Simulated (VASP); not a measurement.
A run of VASP 6.6.1 is set up as follows.

Contents of INCAR:

```
PREC = Accurate
ENCUT = 520
EDIFF = 1E-7
ISMEAR = 0
SIGMA = 0.05
LREAL = False
LASPH = True
NELM = 80
ALGO = Normal
ISIF = 2
LWAVE = False
LCHARG = False
GGA = PE
NBANDS = 16
```

The input KPOINTS:

```
Automatic mesh
0
Gamma
  8 8 8
```

POSCAR

```
GaP
1.0
    0.0000000000      2.8901636530      2.6149099718
    2.8901636530      0.0000000000      2.6149099718
    2.8901636530      2.8901636530      0.0000000000
Ga P
1 1
Direct
    0.0000000000      0.0000000000      0.0000000000
    0.7500000000      0.7500000000      0.7500000000
```

Potentials or basis: VASP PAW PBE potentials, release 64 (Ga_d, P).

Launch:

```console
$ cat potpaw_PBE.64/Ga_d/POTCAR potpaw_PBE.64/P/POTCAR > POTCAR
$ mpirun -np 1 vasp_std > vasp.out
```

Task: What does it give for the band gap on the k mesh?

Result: 0.84 eV, direct.

Task: Estimate the pressure.

Result: -3.3 GPa.

Stress tensor (GPa, compression positive):
```
-5.31  0.00  0.00
 0.00 -5.31  0.00
 0.00  0.00  0.71
```

Caveat: the cell differs from its parent crystal (strain +0.050 along x and y, -0.050 along z). A k mesh can miss the band edges.
